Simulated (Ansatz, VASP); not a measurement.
**Ca: VASP beside Ansatz**

```xyz
1
Lattice="3.5660 0.0000 0.0000 -1.7830 3.0882 0.0000 0.0000 0.0000 3.2785" Properties=species:S:1:pos:R:3 pbc="T T T"
Ca    0.0000    0.0000    0.0000
```

Change from the starting cell: volume scaled by 0.84, LAPW.

Alike in both runs: task single point; functional PBE; k mesh 12 × 12 × 11; occupations fermi-dirac, width 0.08 eV; no spin polarisation.

|  | VASP | Ansatz |
| --- | --- | --- |
| version | VASP 6.6.1 | Ansatz 0.2.0 |
| potentials or method | VASP PAW PBE potentials, release 64 (Ca_sv), cutoff 520 eV | all-electron LAPW, scalar-relativistic |

```csv
,VASP,Ansatz,Ansatz less VASP
pressure (GPa),3.0,3.0,-0.02
```

Ansatz ran all-electron here, and VASP with PAW potentials.
